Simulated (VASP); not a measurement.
# Ta (Im-3m) in VASP: further runs

The runs below take Ta through single point, relaxation of cell and atoms, with r2SCAN.

All numbers are computed with VASP 6.6.1; they aren't measurements. Logs are shortened: lines on timing, memory, paths and dates and some standing lists are left out, and cuts for length are marked.

## (1) The cell of the first run

The structure is cubic, space group Im-3m (No. 229). The conventional cell has a = 3.307 Å, b = 3.307 Å, c = 3.307 Å, α = 90.00°, β = 90.00°, γ = 90.00°. Ta (site symmetry m-3m) has 14 Ta at 2.86 to 3.31 Å within 3.8 Å.

## (2) Single point, r2SCAN

POSCAR reads:

```
Ta
1.0
   -1.6535937691      1.6535937691      1.6535937691
    1.6535937691     -1.6535937691      1.6535937691
    1.6535937691      1.6535937691     -1.6535937691
Ta
1
Direct
    0.0000000000      0.0000000000      0.0000000000
```

INCAR.step1 reads:

```
SYSTEM = Ta
ALGO = Normal ; EDIFF = 1E-4
ENCUT = 520 ; GGA = PE
ISMEAR = 0 ; LASPH = .True.
LCHARG = .False. ; LREAL = .False.
LWAVE = .True. ; NBANDS = 12
NELM = 60 ; PREC = Accurate
SIGMA = 0.1
```

INCAR.step2 reads:

```
SYSTEM = Ta
ALGO = Normal ; EDIFF = 1E-6
ENCUT = 520 ; ISIF = 2
ISMEAR = 0 ; ISTART = 1
LASPH = .True. ; LCHARG = .False.
LMIXTAU = .True. ; LREAL = .False.
LWAVE = .False. ; METAGGA = R2SCAN
NBANDS = 12 ; NELM = 60
PREC = Accurate ; SIGMA = 0.1
```

KPOINTS reads:

```
k-points
0
Gamma
  16 16 16
  0 0 0
```

Potentials or basis: VASP PAW PBE potentials, release 64 (Ta_pv).

Launch:

```bash
$ cat potpaw_PBE.64/Ta_pv/POTCAR > POTCAR
$ cp INCAR.step1 INCAR
$ mpirun -np 1 vasp_std > vasp.out
$ cp INCAR.step2 INCAR
$ mpirun -np 1 vasp_std > vasp.out
```

OUTCAR:

```text
SYSTEM = Ta
   EDIFF = 1E-6
   ENCUT = 520
   ISIF = 2
   ISMEAR = 0
   ISTART = 1
   LASPH = .True.
   LREAL = .False.
   METAGGA = R2SCAN
   NELM = 60
   PREC = Accurate

 ion  position               nearest neighbor table
   1  0.000  0.000  0.000-

  LATTYP: Found a body centered cubic cell.
 ALAT       =     3.3071875382

  Lattice vectors:

 A1 = (  -1.6535937691,   1.6535937691,   1.6535937691)
 A2 = (   1.6535937691,  -1.6535937691,   1.6535937691)
 A3 = (   1.6535937691,   1.6535937691,  -1.6535937691)

Analysis of symmetry for initial positions (statically):
=====================================================================
 Subroutine PRICEL returns:
 Original cell was already a primitive cell.

 Routine SETGRP: Setting up the symmetry group for a
 body centered cubic supercell.

 Subroutine GETGRP returns: Found 48 space group operations
 (whereof 48 operations were pure point group operations)
 out of a pool of 48 trial point group operations.

The static configuration has the point symmetry O_h .

Analysis of symmetry for dynamics (positions and initial velocities):
=====================================================================
 Subroutine PRICEL returns:
 Original cell was already a primitive cell.

 Routine SETGRP: Setting up the symmetry group for a
 body centered cubic supercell.

 Subroutine GETGRP returns: Found 48 space group operations
 (whereof 48 operations were pure point group operations)
 out of a pool of 48 trial point group operations.

The dynamic configuration has the point symmetry O_h .

 Subroutine INISYM returns: Found 48 space group operations
 (whereof 48 operations are pure point group operations),
 and found     1 'primitive' translations

----------------------------------------------------------------------------------------

                                     Primitive cell

  volume of cell :      18.0862

  direct lattice vectors                    reciprocal lattice vectors
    -1.653593769  1.653593769  1.653593769     0.000000000  0.302371725  0.302371725
     1.653593769 -1.653593769  1.653593769     0.302371725  0.000000000  0.302371725
     1.653593769  1.653593769 -1.653593769     0.302371725  0.302371725  0.000000000

  length of vectors
     2.864108423  2.864108423  2.864108423     0.427618194  0.427618194  0.427618194

  position of ions in fractional coordinates (direct lattice)
     0.000000000  0.000000000  0.000000000

  ion indices of the primitive-cell ions
   primitive index   ion index
                 1           1

----------------------------------------------------------------------------------------

 KPOINTS: k-points

Automatic generation of k-mesh.
 Grid dimensions read from file:
 generate k-points for:   16   16   16

 Generating k-lattice:

  Cartesian coordinates                     Fractional coordinates (reciprocal lattice)
     0.000000000  0.018898233  0.018898233     0.062500000  0.000000000  0.000000000
     0.018898233  0.000000000  0.018898233     0.000000000  0.062500000  0.000000000
     0.018898233  0.018898233  0.000000000     0.000000000  0.000000000  0.062500000

  Length of vectors
     0.026726137  0.026726137  0.026726137

  Shift w.r.t. Gamma in fractional coordinates (k-lattice)
     0.000000000  0.000000000  0.000000000

 Subroutine IBZKPT returns following result:
 ===========================================

 Found    145 irreducible k-points:

 Following reciprocal coordinates:
            Coordinates               Weight
  0.000000  0.000000  0.000000      1.000000
  0.062500  0.000000  0.000000     12.000000
  0.125000  0.000000  0.000000     12.000000
  0.187500  0.000000  0.000000     12.000000
  0.250000  0.000000  0.000000     12.000000
  0.312500  0.000000  0.000000     12.000000
[... 16 lines left out ...]
  0.187500  0.187500  0.000000     24.000000
  0.250000  0.187500  0.000000     48.000000
 [... further k-points ...]
   k-points           NKPTS =    145   k-points in BZ     NKDIM =    145   number of bands    NBANDS=     12
   number of dos      NEDOS =    301   number of ions     NIONS =      1
   total plane-waves  NPLWV =  13824
   dimension x,y,z NGX =    24 NGY =   24 NGZ =   24
   dimension x,y,z NGXF=    48 NGYF=   48 NGZF=   48
   ions per type =               1
   NGX,Y,Z   is equivalent  to a cutoff of  13.93, 13.93, 13.93 a.u.
   NGXF,Y,Z  is equivalent  to a cutoff of  27.86, 27.86, 27.86 a.u.
 SYSTEM =  Ta
   PREC   = accura    normal or accurate (medium, high low for compatibility)
   ISTART =      1    job   : 0-new  1-cont  2-samecut
   ICHARG =      0    charge: 1-file 2-atom 10-const
   ISPIN  =      1    spin polarized calculation?
   LNONCOLLINEAR =      F non collinear calculations
   LSORBIT =      F    spin-orbit coupling
   LASPH  =      T    aspherical Exc in radial PAW
   ENCUT  =  520.0 eV  38.22 Ry    6.18 a.u.   5.33  5.33  5.33*2*pi/ulx,y,z
   NELM   =     60;   NELMIN=  2; NELMDL=  0     # of ELM steps
   EDIFF  = 0.1E-05   stopping-criterion for ELM
   LREAL  =      F    real-space projection
[... 7 lines left out ...]
   TEBEG  =    0.0;   TEEND  =   0.0 temperature during run
   PSTRESS=    0.0 pullay stress
   NELECT =      11.0000    total number of electrons
   NUPDOWN=      -1.0000    fix difference up-down
   EMIN   =  10.00;   EMAX   =-10.00  energy-range for DOS
   EFERMI =   0.00;   METHOD = LEGACY
   ISMEAR =     0;   SIGMA  =   0.10  broadening in eV -4-tet -1-fermi 0-gaus
   EFERMI_NEDOS =   21; number of points for ismear=-14 and -15
   IALGO  =     38    algorithm
   IMIX   =      4    mixing-type and parameters
     AMIX     =   0.40;   BMIX     =  1.00
     AMIX_MAG =   1.60;   BMIX_MAG =  1.00
  volume/ion in A,a.u.               =      18.09       122.05
  Fermi-wavevector in a.u.,A,eV,Ry     =   1.387044  2.621133 26.176127  1.923891
  Thomas-Fermi vector in A             =   2.511302
   LORBIT       =      0    0 simple, 1 ext, 2 COOP (PROOUT), +10 PAW based schemes
   METAGGA = R2SCAN    functional components
   LHFCALC =     F    Hartree Fock is set to
   AEXX    =    0.0000 exact exchange contribution
   IVDW    =     0    specifies the selected vdW correction
   LEPSILON=     F    determine dielectric tensor
   LRPA    =     F    only Hartree local field effects (RPA)
 non-spin polarized calculation
 Gauss-broadening in eV      SIGMA  =   0.10
  energy-cutoff  :      520.00
  volume of cell :       18.09
 maximum number of plane-waves:       496
 NGX is ok and might be reduce to    24
   NGX = 11   NGY = 11   NGZ = 11

 number of electron      11.0000002 magnetization

 Free energy of the ion-electron system (eV)
  ---------------------------------------------------
  ext. energy  EPLUGINS =         0.00000000
  ---------------------------------------------------
  free energy    TOTEN  =       -48.58067821 eV

  energy without entropy =      -48.57291268  energy(sigma->0) =      -48.57679544

 E-fermi :   5.2696     XC(G=0): -13.7487

 val. band max:        5.2600407481   @ k =   0.3750   0.1875   0.0625
 cond. band min:       5.2724853890   @ k =   0.1875   0.0625   0.0000
 fundamental gap:      0.0124446409
 Fermi energy:         5.2696185083

 k-point     1 :       0.0000    0.0000    0.0000
  band No.  band energies     occupation
      1     -28.9571      2.00000
      2     -28.9571      2.00000
      3     -28.9571      2.00000
      4      -3.0218      2.00000
      5       6.1306      0.00000
      6       6.1306      0.00000
      7       6.1306      0.00000
      8       9.6013      0.00000
      9       9.6013      0.00000
     10      17.3620      0.00000
     11      21.0498      0.00000
     12      21.0498      0.00000

 k-point     2 :       0.0625    0.0000    0.0000
  band No.  band energies     occupation
      1     -29.0076      2.00000
      2     -28.9724      2.00000
      3     -28.9574      2.00000
      4      -2.8402      2.00000
      5       6.0105      0.00000
      6       6.0933      0.00000
      7       6.3067      0.00000
      8       9.4066      0.00000
      9       9.6001      0.00000
     10      17.3619      0.00000
     11      21.2119      0.00000
     12      21.3693      0.00000

 k-point     3 :       0.1250    0.0000    0.0000
  band No.  band energies     occupation
      1     -29.1495      2.00000
      2     -29.0160      2.00000
      3     -28.9582      2.00000
      4      -2.3189      2.00000
      5       5.6870      0.00000
      6       5.9318      0.00000
      7       6.8282      0.00000
      8       9.0372      0.00000
      9       9.6101      0.00000
     10      17.3618      0.00000
     11      21.5883      0.00000
     12      22.2876      0.00000
[... 286 lines left out ...]
 k-point    23 :       0.1875    0.1875    0.0000
  band No.  band energies     occupation
      1     -29.7954      2.00000
      2     -29.2503      2.00000
      3     -29.0457      2.00000
      4       0.6864      2.00000
      5       4.2850      2.00000
      6       4.6594      2.00000
      7       8.6206      0.00000
      8      10.3792      0.00000
      9      10.8178      0.00000
     10      17.3602      0.00000
     11      20.1626      0.00000
     12      22.5640      0.00000

 k-point    24 :       0.2500    0.1875    0.0000
  band No.  band energies     occupation
      1     -29.9157      2.00000
      2     -29.3520      2.00000
      3     -29.0618      2.00000
      4       1.4103      2.00000
      5       3.9974      2.00000
      6       4.6499      2.00000
      7       8.8791      0.00000
      8      10.4669      0.00000
      9      12.2794      0.00000
     10      17.3571      0.00000
     11      18.7566      0.00000
     12      21.4992      0.00000

 [... further k-points ...]

------------------------ aborting loop because EDIFF is reached ----------------------------------------

  FORCE on cell =-STRESS in cart. coord.  units (eV):
  Direction    XX          YY          ZZ          XY          YZ          ZX
  --------------------------------------------------------------------------------------
  -------------------------------------------------------------------------------------
  Total        0.0710411      0.0710411      0.0710411      0.0000000      0.0000000      0.0000000
  in kB        6.2932316      6.2932316      6.2932316      0.0000000      0.0000000      0.0000000
  external PRESSURE =       6.2932316 kB  Pullay stress =       0.0000000 kB

 VOLUME and BASIS-vectors are now :
 -----------------------------------------------------------------------------
  energy-cutoff  :      520.00
  volume of cell :       18.09
      direct lattice vectors                 reciprocal lattice vectors
    -1.653593769  1.653593769  1.653593769     0.000000000  0.302371725  0.302371725
     1.653593769 -1.653593769  1.653593769     0.302371725  0.000000000  0.302371725
     1.653593769  1.653593769 -1.653593769     0.302371725  0.302371725  0.000000000

 POSITION                                       TOTAL-FORCE (eV/Angst)
 -----------------------------------------------------------------------------------
      0.00000      0.00000      0.00000        -0.000000      0.000000      0.000000
 -----------------------------------------------------------------------------------
    total drift:                               -0.000000      0.000000      0.000000

  FREE ENERGIE OF THE ION-ELECTRON SYSTEM (eV)
  ---------------------------------------------------
  free  energy   TOTEN  =       -48.5806782096 eV

  energy  without entropy=      -48.5729126771  energy(sigma->0) =      -48.57679544
```

Wall time 3.1 min (1 thread of AMD EPYC 7R43 (Zen 3), shared host); peak memory 0.13 GiB.

Results:

```yaml
Free_energy: -48.5807 eV
Pressure: 0.6 GPa
Band_gap_on_the_k_mesh: zero (an odd number of electrons rules out a gap without spin polarisation)
```

Caveat: the PAW data sets were made with another functional, which shifts forces and pressure a little; spin-orbit coupling is left out, which moves the levels of the heavy elements.

## (3) Relaxation of cell and atoms, r2SCAN

This run uses another cell than the first one, of 18.01 Å³/atom.

POSCAR reads:

```
Ta
1.0
   -1.6512800000      1.6512800000      1.6512800000
    1.6512800000     -1.6512800000      1.6512800000
    1.6512800000      1.6512800000     -1.6512800000
Ta
1
Direct
    0.0000000000      0.0000000000      0.0000000000
```

INCAR.step1 reads:

```
SYSTEM = Ta
  ALGO = Normal
  EDIFF = 1E-4
  ENCUT = 600
  GGA = PE
  ISMEAR = 0
  LASPH = .TRUE.
  LCHARG = .FALSE.
  LREAL = .FALSE.
  LWAVE = .TRUE.
  NELM = 60
  PREC = Accurate
  SIGMA = 0.1
```

INCAR.step2 reads:

```
SYSTEM = Ta
  ALGO = Normal
  EDIFF = 1E-6
  EDIFFG = -0.02
  ENCUT = 600
  IBRION = 2
  ISIF = 3
  ISMEAR = 0
  ISTART = 1
  LASPH = .TRUE.
  LCHARG = .FALSE.
  LMIXTAU = .TRUE.
  LREAL = .FALSE.
  LWAVE = .FALSE.
  METAGGA = R2SCAN
  NELM = 60
  NSW = 90
  PREC = Accurate
  SIGMA = 0.1
```

KPOINTS reads:

```
k-points
0
G
  16 16 16
  0 0 0
```

Potentials or basis: VASP PAW PBE potentials, release 64 (Ta_pv).

Launch:

```bash
$ cat potpaw_PBE.64/Ta_pv/POTCAR > POTCAR
$ cp INCAR.step1 INCAR
$ mpirun -np 1 vasp_std > vasp.out
$ cp INCAR.step2 INCAR
$ mpirun -np 1 vasp_std > vasp.out
```

Run time: 5.5 min. Hardware: 1 thread of AMD EPYC 7R43 (Zen 3), shared host; peak memory 0.15 GiB.

Results (log left out):

- Free energy: -48.5811 eV
- Relaxed volume: 18.14 Å³/atom
- Relaxed cell: a = 2.867 Å, b = 2.867 Å, c = 2.867 Å, α = 109.47°, β = 109.47°, γ = 109.47°
- Space group after relaxing (to 0.1 Å): Im-3m (No. 229)
- Energy gained by relaxing: 0.6 meV/atom
- Ionic steps: 3
- Pressure after relaxing: 0.0 GPa
- Band gap on the k mesh: zero (an odd number of electrons rules out a gap without spin polarisation)

Step by step:
```csv
step,energy change (eV),largest force (eV/Å),pressure (GPa),volume (Å³)
1,0.0000,0.0000,1.45,18.01
2,0.0025,0.0000,-3.21,18.44
3,-0.0006,0.0000,0.00,18.14
```

Final structure:
```
Ta
1.0
    -1.65523    1.65523    1.65523
     1.65523   -1.65523    1.65523
     1.65523    1.65523   -1.65523
Ta
1
Direct
  0.00000 0.00000 0.00000
```

Levels at points of the mesh, in eV from the Fermi level:
```csv
k point,band 1,band 2,band 3,band 4,band 5,band 6,band 7,band 8,band 9
"(0.00, 0.00, 0.00)",-34.24,-34.24,-34.24,-8.28,0.86,0.86,0.86,4.32,4.32
"(0.50, 0.00, 0.00)",-35.45,-34.63,-34.25,-4.51,-1.53,1.46,4.19,5.24,8.03
"(0.50, 0.50, 0.50)",-35.08,-35.08,-35.08,-3.88,-3.88,7.07,7.07,7.07,8.97
```

Caveat: the PAW data sets were made with another functional, which shifts forces and pressure a little; spin-orbit coupling is left out, which moves the levels of the heavy elements. Zero-point motion and thermal expansion aren't in these numbers.

The gap in the log of VASP goes by the Fermi energy; the results here count the filled bands.